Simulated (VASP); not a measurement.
# FeO (R-3m) in VASP: further runs

Runs on FeO. Level: PBE+U. Tasks: single point.

All numbers are computed with VASP 6.6.1; they aren't measurements. Logs are shortened: lines on timing, memory, paths and dates and some standing lists are left out, and cuts for length are marked.

## (1) The cell of the first run

It takes space group R-3m (No. 166, trigonal). The conventional cell has a = 3.139 Å, b = 3.139 Å, c = 7.363 Å, α = 90.00°, β = 90.00°, γ = 120.00°. Within 2.9 Å of Fe (site symmetry -3m) lie 6 O at 2.19 Å. O (site symmetry -3m) has 6 Fe at 2.19 Å within 2.9 Å.

## (2) Single point, PBE+U, collinear spin, ferromagnetic start (10.47 Å³/atom)

INCAR reads:

```
PREC = Accurate
ENCUT = 520
EDIFF = 1E-6
ISMEAR = 0
SIGMA = 0.02
LREAL = F
LASPH = T
NELM = 150
ALGO = Normal
ISIF = 2
LWAVE = F
LCHARG = T
ISPIN = 2
MAGMOM = 3.9 0.17
LORBIT = 11
LMAXMIX = 4
LDAU = T
LDAUTYPE = 2
LDAUL = 2 -1
LDAUU = 5.3 0
LDAUJ = 0 0
LDAUPRINT = 1
GGA = PE
LELF = T
LVHAR = T
NBANDS = 18
```

KPOINTS reads:

```
Automatic mesh
0
Gamma
  12 12 12
```

POSCAR reads:

```
FeO
1.0
    1.5696293057      0.9062259022      2.4541789149
   -1.5696293057      0.9062259022      2.4541789149
    0.0000000000     -1.8124518043      2.4541789149
Fe O
1 1
Direct
    0.0000000000      0.0000000000      0.0000000000
    0.5000000000      0.5000000000      0.5000000000
```

Potentials or basis: VASP PAW PBE potentials, release 64 (Fe, O).

The run is started by

```bash
$ cat potpaw_PBE.64/Fe/POTCAR potpaw_PBE.64/O/POTCAR > POTCAR
$ mpirun -np 1 vasp_std > vasp.out
```

OUTCAR:

```text
PREC = Accurate
   ENCUT = 520
   EDIFF = 1E-6
   ISMEAR = 0
   LREAL = F
   LASPH = T
   NELM = 150
   ISIF = 2
   ISPIN = 2
   LORBIT = 11
   GGA = PE

 ion  position               nearest neighbor table
   1  0.000  0.000  0.000-   2 2.19   2 2.19   2 2.19   2 2.19   2 2.19   2 2.19
   2  0.500  0.500  0.500-   1 2.19   1 2.19   1 2.19   1 2.19   1 2.19   1 2.19

  LATTYP: Found a trigonal (rhomboedric) cell.
 ALAT       =     3.0508975220
 COS(alpha) =     0.4706182656

  Lattice vectors:

 A1 = (   1.5696293057,   0.9062259022,   2.4541789149)
 A2 = (  -1.5696293057,   0.9062259022,   2.4541789149)
 A3 = (   0.0000000000,  -1.8124518043,   2.4541789149)

Analysis of symmetry for initial positions (statically):
=====================================================================
 Subroutine PRICEL returns:
 Original cell was already a primitive cell.

 Routine SETGRP: Setting up the symmetry group for a
 trigonal (rhombohedral) supercell.

 Subroutine GETGRP returns: Found 12 space group operations
 (whereof 12 operations were pure point group operations)
 out of a pool of 12 trial point group operations.

The static configuration has the point symmetry D_3d.

Analysis of symmetry for dynamics (positions and initial velocities):
=====================================================================
 Subroutine PRICEL returns:
 Original cell was already a primitive cell.

 Routine SETGRP: Setting up the symmetry group for a
 trigonal (rhombohedral) supercell.

 Subroutine GETGRP returns: Found 12 space group operations
 (whereof 12 operations were pure point group operations)
 out of a pool of 12 trial point group operations.

The dynamic configuration has the point symmetry D_3d.

Analysis of structural, dynamic, and magnetic symmetry:
=====================================================================
 Subroutine PRICEL returns:
 Original cell was already a primitive cell.

 Routine SETGRP: Setting up the symmetry group for a
 trigonal (rhombohedral) supercell.

 Subroutine GETGRP returns: Found 12 space group operations
 (whereof 12 operations were pure point group operations)
 out of a pool of 12 trial point group operations.

The overall configuration has the point symmetry D_3d.

 Subroutine INISYM returns: Found 12 space group operations
 (whereof 12 operations are pure point group operations),
 and found     1 'primitive' translations

----------------------------------------------------------------------------------------

                                     Primitive cell

  volume of cell :      20.9455

  direct lattice vectors                    reciprocal lattice vectors
     1.569629306  0.906225902  2.454178915     0.318546550  0.183912936  0.135822752
    -1.569629306  0.906225902  2.454178915    -0.318546550  0.183912936  0.135822752
     0.000000000 -1.812451804  2.454178915     0.000000000 -0.367825873  0.135822752

  length of vectors
     3.050897522  3.050897522  3.050897522     0.392101635  0.392101635  0.392101635

  position of ions in fractional coordinates (direct lattice)
     0.000000000  0.000000000  0.000000000
     0.500000000  0.500000000  0.500000000

  ion indices of the primitive-cell ions
   primitive index   ion index
                 1           1
                 2           2

----------------------------------------------------------------------------------------

 KPOINTS: Automatic mesh

Automatic generation of k-mesh.
 Grid dimensions read from file:
 generate k-points for:   12   12   12

 Generating k-lattice:

  Cartesian coordinates                     Fractional coordinates (reciprocal lattice)
     0.026545546  0.015326078  0.011318563     0.083333333 -0.000000000 -0.000000000
    -0.026545546  0.015326078  0.011318563    -0.000000000  0.083333333 -0.000000000
     0.000000000 -0.030652156  0.011318563    -0.000000000 -0.000000000  0.083333333

  Length of vectors
     0.032675136  0.032675136  0.032675136

  Shift w.r.t. Gamma in fractional coordinates (k-lattice)
     0.000000000  0.000000000  0.000000000

 Subroutine IBZKPT returns following result:
 ===========================================

 Found    189 irreducible k-points:

 Following reciprocal coordinates:
            Coordinates               Weight
  0.000000  0.000000  0.000000      1.000000
  0.083333 -0.000000  0.000000      6.000000
  0.166667  0.000000  0.000000      6.000000
  0.250000  0.000000  0.000000      6.000000
  0.333333  0.000000  0.000000      6.000000
  0.416667  0.000000  0.000000      6.000000
[... 16 lines left out ...]
  0.500000  0.166667  0.000000     12.000000
 -0.416667  0.166667  0.000000     12.000000
 [... further k-points ...]
   k-points           NKPTS =    189   k-points in BZ     NKDIM =    189   number of bands    NBANDS=     18
   number of dos      NEDOS =    301   number of ions     NIONS =      2
   total plane-waves  NPLWV =  13824
   dimension x,y,z NGX =    24 NGY =   24 NGZ =   24
   dimension x,y,z NGXF=    48 NGYF=   48 NGZF=   48
   ions per type =               1   1
   NGX,Y,Z   is equivalent  to a cutoff of  13.08, 13.08, 13.08 a.u.
   NGXF,Y,Z  is equivalent  to a cutoff of  26.16, 26.16, 26.16 a.u.
 SYSTEM =  unknown system
   PREC   = accura    normal or accurate (medium, high low for compatibility)
   ISTART =      0    job   : 0-new  1-cont  2-samecut
   ICHARG =      2    charge: 1-file 2-atom 10-const
   ISPIN  =      2    spin polarized calculation?
   LNONCOLLINEAR =      F non collinear calculations
   LSORBIT =      F    spin-orbit coupling
   LASPH  =      T    aspherical Exc in radial PAW
   ENCUT  =  520.0 eV  38.22 Ry    6.18 a.u.   5.67  5.67  5.67*2*pi/ulx,y,z
   NELM   =    150;   NELMIN=  2; NELMDL= -5     # of ELM steps
   EDIFF  = 0.1E-05   stopping-criterion for ELM
   LREAL  =      F    real-space projection
   EDIFFG = 0.1E-04   stopping-criterion for IOM
   NSW    =      0    number of steps for IOM
   IBRION =     -1    ionic relax: 0-MD 1-quasi-New 2-CG
   NFREE  =      0    steps in history (QN), initial steepest desc. (CG)
   ISIF   =      2    stress and relaxation
   ISYM   =      2    0-nonsym 1-usesym 2-fastsym
   POTIM  = 0.5000    time-step for ionic-motion
   TEBEG  =    0.0;   TEEND  =   0.0 temperature during run
   PSTRESS=    0.0 pullay stress
   NELECT =      14.0000    total number of electrons
   NUPDOWN=      -1.0000    fix difference up-down
   EMIN   =  10.00;   EMAX   =-10.00  energy-range for DOS
   EFERMI =   0.00;   METHOD = LEGACY
   ISMEAR =     0;   SIGMA  =   0.02  broadening in eV -4-tet -1-fermi 0-gaus
   EFERMI_NEDOS =   21; number of points for ismear=-14 and -15
   IALGO  =     38    algorithm
   IMIX   =      4    mixing-type and parameters
     AMIX     =   0.40;   BMIX     =  1.00
     AMIX_MAG =   1.60;   BMIX_MAG =  1.00
  volume/ion in A,a.u.               =      10.47        70.67
  Fermi-wavevector in a.u.,A,eV,Ry     =   1.431376  2.704909 27.876136  2.048838
  Thomas-Fermi vector in A             =   2.551120
   LORBIT       =     11    0 simple, 1 ext, 2 COOP (PROOUT), +10 PAW based schemes
 LDA+U is selected, type is set to LDAUTYPE =  2
   angular momentum for each species LDAUL =     2   -1
   U (eV)           for each species LDAUU =   5.3  0.0
   J (eV)           for each species LDAUJ =   0.0  0.0
   GGA     = PE    functional components
   LHFCALC =     F    Hartree Fock is set to
   AEXX    =    0.0000 exact exchange contribution
   IVDW    =     0    specifies the selected vdW correction
   LEPSILON=     F    determine dielectric tensor
   LRPA    =     F    only Hartree local field effects (RPA)
 spin polarized calculation
 Gauss-broadening in eV      SIGMA  =   0.02
  energy-cutoff  :      520.00
  volume of cell :       20.95
 maximum number of plane-waves:       577
   NGX = 11   NGY = 11   NGZ = 11

atom =   1  type =  1  l = 2

 onsite density matrix

spin component  1

  0.9879  0.0000 -0.0000 -0.0217 -0.0000
  0.0000  1.0009  0.0000  0.0000 -0.0217
 -0.0000  0.0000  0.9721 -0.0000 -0.0000
 -0.0217  0.0000 -0.0000  1.0009  0.0000
 -0.0000 -0.0217 -0.0000  0.0000  0.9879

spin component  2

  0.2498  0.0000  0.0000  0.1858 -0.0000
  0.0000  0.2996 -0.0000 -0.0000  0.1858
  0.0000 -0.0000  0.0428 -0.0000 -0.0000
  0.1858 -0.0000 -0.0000  0.2996 -0.0000
 -0.0000  0.1858 -0.0000 -0.0000  0.2498

 occupancies and eigenvectors

  o =  0.0428  v =  0.0000  0.0000  0.0000  0.0000  0.0000 -0.0000  0.0000  1.0000  0.0000  0.0000      0.0000  0.0000  0.0000  0.0000  0.0000  0.0000  0.0000  0.0000  0.0000  0.0000
  o =  0.0873  v =  0.0000  0.0000  0.0000  0.0000  0.0000 -0.7526  0.0000 -0.0000  0.6585 -0.0000      0.0000  0.0000  0.0000  0.0000  0.0000  0.0000  0.0000  0.0000  0.0000  0.0000
  o =  0.0873  v =  0.0000  0.0000  0.0000  0.0000  0.0000 -0.0000 -0.6585 -0.0000  0.0000  0.7526      0.0000  0.0000  0.0000  0.0000  0.0000  0.0000  0.0000  0.0000  0.0000  0.0000
  o =  0.4622  v =  0.0000  0.0000  0.0000  0.0000  0.0000 -0.0000 -0.7526  0.0000 -0.0000 -0.6585      0.0000  0.0000  0.0000  0.0000  0.0000  0.0000  0.0000  0.0000  0.0000  0.0000
  o =  0.4622  v =  0.0000  0.0000  0.0000  0.0000  0.0000 -0.6585  0.0000 -0.0000 -0.7526  0.0000      0.0000  0.0000  0.0000  0.0000  0.0000  0.0000  0.0000  0.0000  0.0000  0.0000
  o =  0.9717  v =  0.0000 -0.5975 -0.0000  0.0000 -0.8018  0.0000  0.0000  0.0000  0.0000  0.0000      0.0000  0.0000  0.0000  0.0000  0.0000  0.0000  0.0000  0.0000  0.0000  0.0000
  o =  0.9717  v = -0.8018  0.0000 -0.0000 -0.5975 -0.0000  0.0000  0.0000  0.0000  0.0000  0.0000      0.0000  0.0000  0.0000  0.0000  0.0000  0.0000  0.0000  0.0000  0.0000  0.0000
  o =  0.9721  v =  0.0000 -0.0000  1.0000 -0.0000 -0.0000  0.0000  0.0000  0.0000  0.0000  0.0000      0.0000  0.0000  0.0000  0.0000  0.0000  0.0000  0.0000  0.0000  0.0000  0.0000
  o =  1.0171  v = -0.5975  0.0000  0.0000  0.8018  0.0000  0.0000  0.0000  0.0000  0.0000  0.0000      0.0000  0.0000  0.0000  0.0000  0.0000  0.0000  0.0000  0.0000  0.0000  0.0000
  o =  1.0171  v =  0.0000 -0.8018 -0.0000 -0.0000  0.5975  0.0000  0.0000  0.0000  0.0000  0.0000      0.0000  0.0000  0.0000  0.0000  0.0000  0.0000  0.0000  0.0000  0.0000  0.0000

 number of electron      13.9999998 magnetization       4.0011555

 Free energy of the ion-electron system (eV)
  ---------------------------------------------------
  ext. energy  EPLUGINS =         0.00000000
  ---------------------------------------------------
  free energy    TOTEN  =       -12.54230193 eV

  energy without entropy =      -12.54202294  energy(sigma->0) =      -12.54216243

 E-fermi :   5.8239     XC(G=0): -11.8750

 val. band max:        5.8115508742   @ k =  -0.3333   0.0833   0.0833
 cond. band min:       5.8291803468   @ k =   0.5000   0.1667   0.1667
 fundamental gap:      0.0176294726
 Fermi energy:         5.8238869691

 spin component 1

 k-point     1 :       0.0000    0.0000    0.0000
  band No.  band energies     occupation
      1     -14.3562      1.00000
      2      -0.9783      1.00000
      3      -0.8390      1.00000
      4      -0.8390      1.00000
      5      -0.5408      1.00000
      6      -0.5408      1.00000
[... 10 lines left out ...]
     17      25.9955      0.00000
     18      26.0596      0.00000
[... 466 lines left out ...]
      2      -2.7701      1.00000
      3      -2.1359      1.00000
      4      -2.0122      1.00000
      5      -0.4111      1.00000
      6      -0.0309      1.00000
[... 10 lines left out ...]
     17      30.8298      0.00000
     18      31.0242      0.00000

 [... further k-points ...]

 spin component 2

 k-point     1 :       0.0000    0.0000    0.0000
  band No.  band energies     occupation
      1     -14.0322      1.00000
      2       2.6346      1.00000
      3       2.6346      1.00000
      4       2.8976      1.00000
      5       4.8620      1.00000
      6       4.8620      1.00000
[... 10 lines left out ...]
     17      27.8476      0.00000
     18      31.4096      0.00000
[... 466 lines left out ...]
      2      -1.4371      1.00000
      3       0.7584      1.00000
      4       1.5462      1.00000
      5       5.9841      0.00000
      6       6.1713      0.00000
[... 10 lines left out ...]
     17      31.7846      0.00000
     18      33.2288      0.00000

 [... further k-points ...]

------------------------ aborting loop because EDIFF is reached ----------------------------------------

  FORCE on cell =-STRESS in cart. coord.  units (eV):
  Direction    XX          YY          ZZ          XY          YZ          ZX
  --------------------------------------------------------------------------------------
  -------------------------------------------------------------------------------------
  Total       -0.8350524     -0.8350524     -0.4159646      0.0000000     -0.0000000      0.0000000
  in kB      -63.8753492    -63.8753492    -31.8182195      0.0000000     -0.0000000      0.0000000
  external PRESSURE =     -53.1896393 kB  Pullay stress =       0.0000000 kB

 VOLUME and BASIS-vectors are now :
 -----------------------------------------------------------------------------
  energy-cutoff  :      520.00
  volume of cell :       20.95
      direct lattice vectors                 reciprocal lattice vectors
     1.569629306  0.906225902  2.454178915     0.318546550  0.183912936  0.135822752
    -1.569629306  0.906225902  2.454178915    -0.318546550  0.183912936  0.135822752
     0.000000000 -1.812451804  2.454178915     0.000000000 -0.367825873  0.135822752

 POSITION                                       TOTAL-FORCE (eV/Angst)
 -----------------------------------------------------------------------------------
      0.00000      0.00000      0.00000         0.000000      0.000000     -0.000000
      0.00000      0.00000      3.68127        -0.000000     -0.000000      0.000000
 -----------------------------------------------------------------------------------
    total drift:                               -0.000000      0.000000     -0.000000

  FREE ENERGIE OF THE ION-ELECTRON SYSTEM (eV)
  ---------------------------------------------------
  free  energy   TOTEN  =       -12.5423019253 eV

  energy  without entropy=      -12.5420229445  energy(sigma->0) =      -12.54216243

 total charge

# of ion       s       p       d       tot
------------------------------------------
    1        0.282   0.339   6.069   6.690
    2        1.553   3.442   0.000   4.995
--------------------------------------------------
tot          1.835   3.781   6.069  11.686

 magnetization (x)

# of ion       s       p       d       tot
------------------------------------------
    1        0.026   0.020   3.802   3.848
    2        0.018   0.148   0.000   0.166
--------------------------------------------------
tot          0.044   0.168   3.802   4.014
```

Run time: 79 s. Hardware: 1 thread of Intel Xeon 6975P-C (Granite Rapids), shared host; peak memory 0.23 GiB.

Results:

| Property | Result |
| --- | --- |
| Free energy | -12.5423 eV |
| Pressure | -5.3 GPa |
| Band gap on the k mesh | zero (filled and empty bands overlap) |
| Net moment | 4.00 μB per cell |
| Site moments | Fe +3.85; O +0.17 μB |
| Valence electrons inside the program's atomic spheres | Fe 6.69; O 5.00 |

Stress tensor (GPa, compression positive):
```
-6.39  0.00  0.00
 0.00 -6.39  0.00
 0.00  0.00 -3.18
```

Eigenvalues of the final occupation matrices:
```tsv
site	spin	trace	eigenvalues
site 1 d	1	4.95	0.97 0.97 0.97 1.02 1.02
site 1 d	2	1.14	0.04 0.09 0.09 0.46 0.46
```

Caveat: the cell stands under tension; a cell with one magnetic atom can't hold antiferromagnetic order, which such compounds often take.

## (3) Single point, PBE+U, collinear spin, ferromagnetic start

This run uses another cell than the first one, of 10.80 Å³/atom.

INCAR reads:

```
SYSTEM = FeO
PREC = Accurate
ENCUT = 520
EDIFF = 1E-7
ISMEAR = 0
SIGMA = 0.02
LREAL = .FALSE.
LASPH = .TRUE.
NELM = 150
ALGO = Normal
ISIF = 2
LWAVE = .FALSE.
LCHARG = .FALSE.
ISPIN = 2
MAGMOM = 3.9 0.17
LORBIT = 11
LMAXMIX = 4
LDAU = .TRUE.
LDAUTYPE = 2
LDAUL = 2 -1
LDAUU = 5.3 0
LDAUJ = 0 0
LDAUPRINT = 1
GGA = PE
NBANDS = 18
```

KPOINTS reads:

```
regular mesh
0
G
  12 12 12
  0 0 0
```

POSCAR reads:

```
FeO
1.0
    1.5844222963      0.9147666393      2.4830575933
   -1.5844222963      0.9147666393      2.4830575933
    0.0000000000     -1.8295332785      2.4830575934
Fe O
1 1
Direct
    0.0000000000      0.0000000000      0.0000000000
    0.5000000000      0.5000000000      0.5000000000
```

Potentials or basis: VASP PAW PBE potentials, release 64 (Fe, O).

The run is started by

```bash
$ cat potpaw_PBE.64/Fe/POTCAR potpaw_PBE.64/O/POTCAR > POTCAR
$ mpirun -np 1 vasp_std > vasp.out
```

Run time: 72 s. Hardware: 1 thread of Intel Xeon 6975P-C (Granite Rapids), shared host; peak memory 0.23 GiB.

It converged, with:

| Item | Value |
| --- | --- |
| Free energy | -12.5137 eV |
| Pressure | -9.4 GPa |
| Band gap on the k mesh | zero (filled and empty bands overlap) |
| Net moment | 4.00 μB per cell |
| Site moments | Fe +3.85; O +0.16 μB |
| Valence electrons inside the program's atomic spheres | Fe 6.65; O 4.98 |

Stress tensor (GPa, compression positive):
```
-10.46   0.00   0.00
  0.00 -10.46   0.00
  0.00   0.00  -7.39
```

Levels at points of the mesh, in eV from the Fermi level:
Spin up:
```csv
k point,band 5,band 6,band 7,band 8,band 9,band 10,band 11,band 12,band 13,band 14
"(0.00, 0.00, 0.00)",-6.31,-6.31,-3.38,-3.38,-3.13,-0.30,14.43,14.43,15.10,15.29
"(0.50, 0.00, 0.00)",-6.18,-5.80,-4.54,-1.69,-1.65,3.94,7.58,11.89,12.33,17.46
"(0.50, 0.50, 0.00)",-5.85,-5.79,-5.45,-4.55,-4.27,4.57,8.34,9.00,13.59,14.12
"(0.50, 0.50, 0.50)",-5.65,-5.65,-4.73,-1.69,-1.69,3.63,8.18,11.40,11.40,16.63
```
Spin down:
```tsv
k point	band 1	band 2	band 3	band 4	band 5	band 6	band 7	band 8	band 9	band 10
(0.00, 0.00, 0.00)	-19.61	-3.07	-3.07	-2.83	-0.91	-0.91	0.43	1.87	2.21	2.21
(0.50, 0.00, 0.00)	-18.62	-7.43	-4.48	-4.04	0.29	0.38	2.73	4.08	4.10	4.38
(0.50, 0.50, 0.00)	-18.49	-6.38	-4.23	-3.94	-1.55	0.40	2.38	2.74	2.95	6.11
(0.50, 0.50, 0.50)	-18.52	-7.09	-4.37	-4.37	0.16	0.16	2.75	4.12	4.20	4.20
```

Eigenvalues of the final occupation matrices:
| site | spin | trace | eigenvalues |
| --- | --- | --- | --- |
| site 1 d | 1 | 4.94 | 0.97 0.97 0.97 1.01 1.01 |
| site 1 d | 2 | 1.13 | 0.04 0.08 0.08 0.46 0.46 |

Caveat: the cell stands under tension; a cell with one magnetic atom can't hold antiferromagnetic order, which such compounds often take.
